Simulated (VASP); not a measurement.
# Mg (Fmmm) in VASP: single point with PBEsol

Aim: the single point of Mg with PBEsol.

Everything below comes from runs of VASP 6.6.1. Logs are shortened: lines on timing, memory, paths and dates and some standing lists are left out, and cuts for length are marked.

**1. The cell of the first run**

The structure is orthorhombic, space group Fmmm (No. 69). Conventional cell: a = 3.145 Å, b = 5.327 Å, c = 11.419 Å, α = 90.00°, β = 90.00°, γ = 90.00°. Within 4.0 Å of Mg (site symmetry mm2) lie 11 Mg at 3.03 to 3.78 Å.

**2. Single point, PBEsol**

Input file INCAR:

```
  PREC = Accurate
  ENCUT = 520
  EDIFF = 1E-6
  ISMEAR = 0
  SIGMA = 0.1
  LREAL = False
  LASPH = True
  NELM = 80
  ALGO = Fast
  ISIF = 2
  LWAVE = False
  LCHARG = False
  GGA = PS
  NBANDS = 12
```

Input file KPOINTS:

```
Automatic mesh
0
Gamma
  6 6 4
```

Input file POSCAR:

```
Mg
1.0
    1.5724851298     -5.7093155947      0.0000000000
    1.5724851298      5.7093155947      0.0000000000
    0.0000000000      0.0000000000      5.3272531432
Mg
4
Direct
    0.1325528360      0.8674471640      1.0000040242
    0.6325528360      0.3674471640      0.4999959758
    0.8674471640      0.1325528360     -0.0000040242
    0.3674471640      0.6325528360      0.5000040242
```

Potentials or basis: VASP PAW PBE potentials, release 64 (Mg).

Launch:

```console
$ cat potpaw_PBE.64/Mg/POTCAR > POTCAR
$ mpirun -np 1 vasp_std > vasp.out
```

OUTCAR:

```text
PREC = Accurate
   ENCUT = 520
   EDIFF = 1E-6
   ISMEAR = 0
   LREAL = False
   LASPH = True
   NELM = 80
   ISIF = 2
   GGA = PS

 ion  position               nearest neighbor table
   1  0.133  0.867  0.000-   3 3.03   2 3.09   2 3.09   2 3.09   2 3.09   3 3.11   3 3.11
   2  0.633  0.367  0.500-   4 3.03   1 3.09   1 3.09   1 3.09   1 3.09   4 3.11   4 3.11
   3  0.867  0.133  1.000-   1 3.03   4 3.09   4 3.09   4 3.09   4 3.09   1 3.11   1 3.11
   4  0.367  0.633  0.500-   2 3.03   3 3.09   3 3.09   3 3.09   3 3.09   2 3.11   2 3.11

  LATTYP: Found a base centered orthorhombic cell.
 ALAT       =     3.1449702596
 B/A-ratio  =     3.6307596724
 C/A-ratio  =     1.6938961909

  Lattice vectors:

 A1 = (   1.5724851298,  -5.7093155947,   0.0000000000)
 A2 = (   1.5724851298,   5.7093155947,   0.0000000000)
 A3 = (   0.0000000000,   0.0000000000,   5.3272531432)

Analysis of symmetry for initial positions (statically):
=====================================================================
 Subroutine PRICEL returns:
 Original cell was already a primitive cell.

 Routine SETGRP: Setting up the symmetry group for a
 base centered orthorhombic supercell.

 Subroutine GETGRP returns: Found  8 space group operations
 (whereof  4 operations were pure point group operations)
 out of a pool of  8 trial point group operations.

The static configuration has the point symmetry C_2h.
 The point group associated with its full space group is D_2h.

Analysis of symmetry for dynamics (positions and initial velocities):
=====================================================================
 Subroutine PRICEL returns:
 Original cell was already a primitive cell.

 Routine SETGRP: Setting up the symmetry group for a
 base centered orthorhombic supercell.

 Subroutine GETGRP returns: Found  8 space group operations
 (whereof  4 operations were pure point group operations)
 out of a pool of  8 trial point group operations.

The dynamic configuration has the point symmetry C_2h.
 The point group associated with its full space group is D_2h.

 Subroutine INISYM returns: Found  8 space group operations
 (whereof  4 operations are pure point group operations),
 and found     1 'primitive' translations

----------------------------------------------------------------------------------------

                                     Primitive cell

  volume of cell :      95.6542

  direct lattice vectors                    reciprocal lattice vectors
     1.572485130 -5.709315595  0.000000000     0.317968031 -0.087576171  0.000000000
     1.572485130  5.709315595  0.000000000     0.317968031  0.087576171  0.000000000
     0.000000000  0.000000000  5.327253143     0.000000000  0.000000000  0.187714001

  length of vectors
     5.921907973  5.921907973  5.327253143     0.329807905  0.329807905  0.187714001

  position of ions in fractional coordinates (direct lattice)
     0.132552836  0.867447164  0.000004024
     0.632552836  0.367447164  0.499995976
     0.867447164  0.132552836  0.999995976
     0.367447164  0.632552836  0.500004024

  ion indices of the primitive-cell ions
   primitive index   ion index
                 1           1
                 2           2
                 3           3
                 4           4

----------------------------------------------------------------------------------------

 KPOINTS: Automatic mesh

Automatic generation of k-mesh.
 Grid dimensions read from file:
 generate k-points for:    6    6    4

 Generating k-lattice:

  Cartesian coordinates                     Fractional coordinates (reciprocal lattice)
     0.052994672 -0.014596029  0.000000000     0.166666667  0.000000000  0.000000000
     0.052994672  0.014596029  0.000000000     0.000000000  0.166666667  0.000000000
     0.000000000  0.000000000  0.046928500     0.000000000  0.000000000  0.250000000

  Length of vectors
     0.054967984  0.054967984  0.046928500

  Shift w.r.t. Gamma in fractional coordinates (k-lattice)
     0.000000000  0.000000000  0.000000000

 Subroutine IBZKPT returns following result:
 ===========================================

 Found     39 irreducible k-points:

 Following reciprocal coordinates:
            Coordinates               Weight
  0.000000  0.000000  0.000000      1.000000
  0.166667  0.000000  0.000000      4.000000
  0.333333 -0.000000  0.000000      4.000000
  0.500000  0.000000  0.000000      2.000000
  0.166667  0.166667  0.000000      2.000000
  0.333333  0.166667  0.000000      4.000000
[... 16 lines left out ...]
  0.333333  0.333333  0.250000      4.000000
  0.500000  0.333333  0.250000      8.000000
 [... further k-points ...]
   k-points           NKPTS =     39   k-points in BZ     NKDIM =     39   number of bands    NBANDS=     12
   number of dos      NEDOS =    301   number of ions     NIONS =      4
   total plane-waves  NPLWV =  92160
   dimension x,y,z NGX =    48 NGY =   48 NGZ =   40
   dimension x,y,z NGXF=    96 NGYF=   96 NGZF=   80
   ions per type =               4
   NGX,Y,Z   is equivalent  to a cutoff of  13.48, 13.48, 12.48 a.u.
   NGXF,Y,Z  is equivalent  to a cutoff of  26.95, 26.95, 24.97 a.u.
 SYSTEM =  unknown system
   PREC   = accura    normal or accurate (medium, high low for compatibility)
   ISTART =      0    job   : 0-new  1-cont  2-samecut
   ICHARG =      2    charge: 1-file 2-atom 10-const
   ISPIN  =      1    spin polarized calculation?
   LNONCOLLINEAR =      F non collinear calculations
   LSORBIT =      F    spin-orbit coupling
   LASPH  =      T    aspherical Exc in radial PAW
   ENCUT  =  520.0 eV  38.22 Ry    6.18 a.u.  11.01 11.01  9.91*2*pi/ulx,y,z
   NELM   =     80;   NELMIN=  2; NELMDL= -5     # of ELM steps
   EDIFF  = 0.1E-05   stopping-criterion for ELM
   LREAL  =      F    real-space projection
   EDIFFG = 0.1E-04   stopping-criterion for IOM
   NSW    =      0    number of steps for IOM
   IBRION =     -1    ionic relax: 0-MD 1-quasi-New 2-CG
   NFREE  =      0    steps in history (QN), initial steepest desc. (CG)
   ISIF   =      2    stress and relaxation
   ISYM   =      2    0-nonsym 1-usesym 2-fastsym
   POTIM  = 0.5000    time-step for ionic-motion
   TEBEG  =    0.0;   TEEND  =   0.0 temperature during run
   PSTRESS=    0.0 pullay stress
   NELECT =       8.0000    total number of electrons
   NUPDOWN=      -1.0000    fix difference up-down
   EMIN   =  10.00;   EMAX   =-10.00  energy-range for DOS
   EFERMI =   0.00;   METHOD = LEGACY
   ISMEAR =     0;   SIGMA  =   0.10  broadening in eV -4-tet -1-fermi 0-gaus
   EFERMI_NEDOS =   21; number of points for ismear=-14 and -15
   IALGO  =     68    algorithm
   IMIX   =      4    mixing-type and parameters
     AMIX     =   0.40;   BMIX     =  1.00
     AMIX_MAG =   1.60;   BMIX_MAG =  1.00
  volume/ion in A,a.u.               =      23.91       161.38
  Fermi-wavevector in a.u.,A,eV,Ry     =   0.715929  1.352910  6.973732  0.512555
  Thomas-Fermi vector in A             =   1.804218
   LORBIT       =      0    0 simple, 1 ext, 2 COOP (PROOUT), +10 PAW based schemes
   GGA     = PS    functional components
   LHFCALC =     F    Hartree Fock is set to
   AEXX    =    0.0000 exact exchange contribution
   IVDW    =     0    specifies the selected vdW correction
   LEPSILON=     F    determine dielectric tensor
   LRPA    =     F    only Hartree local field effects (RPA)
 non-spin polarized calculation
 RMM-DIIS sequential band-by-band and
 Gauss-broadening in eV      SIGMA  =   0.10
  energy-cutoff  :      520.00
  volume of cell :       95.65
 maximum number of plane-waves:      2596
 NGX is ok and might be reduce to    48
   NGX = 21   NGY = 21   NGZ = 19

 number of electron       8.0000000 magnetization

 Free energy of the ion-electron system (eV)
  ---------------------------------------------------
  ext. energy  EPLUGINS =         0.00000000
  ---------------------------------------------------
  free energy    TOTEN  =        -6.30564479 eV

  energy without entropy =       -6.30081517  energy(sigma->0) =       -6.30322998

 E-fermi :   2.4125     XC(G=0):  -8.3948

 val. band max:        2.4051501805   @ k =   0.3333  -0.0000   0.0000
 cond. band min:       2.4554618839   @ k =   0.1667   0.1667   0.0000
 fundamental gap:      0.0503117034
 Fermi energy:         2.4124747697

 k-point     1 :       0.0000    0.0000    0.0000
  band No.  band energies     occupation
      1      -4.4080      2.00000
      2       0.0663      2.00000
      3       0.2347      2.00000
      4       0.6180      2.00000
      5       0.9441      2.00000
      6       4.4357      0.00000
      7       4.8576      0.00000
      8       5.5057      0.00000
      9       5.8758      0.00000
     10      10.5685      0.00000
     11      11.1567      0.00000
     12      11.5103      0.00000

 k-point     2 :       0.1667    0.0000    0.0000
  band No.  band energies     occupation
      1      -3.9541      2.00000
      2      -0.1529      2.00000
      3       1.0342      2.00000
      4       1.3168      2.00000
      5       1.3845      2.00000
      6       4.4861      0.00000
      7       4.8346      0.00000
      8       5.7584      0.00000
      9       6.3041      0.00000
     10       7.3196      0.00000
     11       8.0894      0.00000
     12      10.9592      0.00000

 k-point     3 :       0.3333   -0.0000    0.0000
  band No.  band energies     occupation
      1      -2.6059      2.00000
      2       0.4200      2.00000
      3       2.2849      1.92878
      4       2.4052      1.08250
      5       2.7988      0.00000
      6       3.2789      0.00000
      7       4.1297      0.00000
      8       5.1028      0.00000
      9       5.8909      0.00000
     10       7.3047      0.00000
     11       8.0187      0.00000
     12       8.2364      0.00000
[... 286 lines left out ...]
 k-point    23 :       0.3333    0.3333    0.2500
  band No.  band energies     occupation
      1      -1.5115      2.00000
      2      -0.9989      2.00000
      3       1.0171      2.00000
      4       1.4947      2.00000
      5       2.5206      0.12629
      6       4.8584      0.00000
      7       5.6335      0.00000
      8       6.3116      0.00000
      9       7.0644      0.00000
     10       7.2271      0.00000
     11       7.3497      0.00000
     12       7.5608      0.00000

 k-point    24 :       0.5000    0.3333    0.2500
  band No.  band energies     occupation
      1      -2.9195      2.00000
      2      -2.0056      2.00000
      3      -0.3393      2.00000
      4       0.5567      2.00000
      5       4.6267      0.00000
      6       5.1589      0.00000
      7       5.3870      0.00000
      8       5.9713      0.00000
      9       7.1288      0.00000
     10       8.0228      0.00000
     11       8.8117      0.00000
     12       9.6815      0.00000

 [... further k-points ...]

------------------------ aborting loop because EDIFF is reached ----------------------------------------

  FORCE on cell =-STRESS in cart. coord.  units (eV):
  Direction    XX          YY          ZZ          XY          YZ          ZX
  --------------------------------------------------------------------------------------
  -------------------------------------------------------------------------------------
  Total       -0.0642240     -0.1032992      0.1196380      0.0000000      0.0000000      0.0000000
  in kB       -1.0757314     -1.7302285      2.0038995      0.0000000      0.0000000      0.0000000
  external PRESSURE =      -0.2673535 kB  Pullay stress =       0.0000000 kB

 VOLUME and BASIS-vectors are now :
 -----------------------------------------------------------------------------
  energy-cutoff  :      520.00
  volume of cell :       95.65
      direct lattice vectors                 reciprocal lattice vectors
     1.572485130 -5.709315595  0.000000000     0.317968031 -0.087576171  0.000000000
     1.572485130  5.709315595  0.000000000     0.317968031  0.087576171  0.000000000
     0.000000000  0.000000000  5.327253143     0.000000000  0.000000000  0.187714001

 POSITION                                       TOTAL-FORCE (eV/Angst)
 -----------------------------------------------------------------------------------
      1.57249      4.19574      0.00002         0.000000     -0.002470     -0.000109
      1.57249     -1.51357      2.66361         0.000000     -0.002470      0.000109
      1.57249     -4.19574      5.32723         0.000000      0.002470      0.000109
      1.57249      1.51357      2.66365         0.000000      0.002470     -0.000109
 -----------------------------------------------------------------------------------
    total drift:                               -0.000000     -0.000000      0.000000

  FREE ENERGIE OF THE ION-ELECTRON SYSTEM (eV)
  ---------------------------------------------------
  free  energy   TOTEN  =        -6.3056447922 eV

  energy  without entropy=       -6.3008151669  energy(sigma->0) =       -6.30322998
```

It took 60 s on 1 thread of Intel Xeon 6975P-C, shared host; peak memory 0.28 GiB.

Results:

* Free energy: -6.3056 eV
* Pressure: 0.0 GPa
* Band gap on the k mesh: zero (band 4 reaches 2.99 eV, above the bottom of band 5 at 0.94 eV)

Forces on the atoms (eV/Å):
```
Mg   0.000 -0.002  0.000
Mg   0.000 -0.002  0.000
Mg   0.000  0.002  0.000
Mg   0.000  0.002  0.000
```

Stress tensor (GPa, compression positive):
```
-0.11  0.00  0.00
 0.00 -0.17  0.00
 0.00  0.00  0.20
```

Levels at points of the mesh, in eV from the Fermi level:
| k point | band 2 | band 3 | band 4 | band 5 | band 6 | band 7 |
| --- | --- | --- | --- | --- | --- | --- |
| (0.00, 0.00, 0.00) | -2.35 | -2.18 | -1.79 | -1.47 | 2.02 | 2.45 |
| (0.50, 0.00, 0.00) | -2.82 | -0.59 | -0.59 | 1.96 | 1.96 | 2.27 |
| (0.50, 0.50, 0.00) | -5.39 | -0.97 | -0.57 | -0.46 | -0.07 | 3.05 |
| (0.00, 0.00, 0.50) | -5.50 | -1.05 | -1.05 | -0.95 | -0.95 | 4.52 |
| (0.50, 0.00, 0.50) | -1.67 | -1.44 | -1.44 | 0.39 | 0.39 | 1.13 |
| (0.50, 0.50, 0.50) | -4.60 | -4.09 | -4.09 | 4.05 | 4.05 | 4.18 |

Caveat: the PAW data sets were made with another functional, which shifts forces and pressure a little.
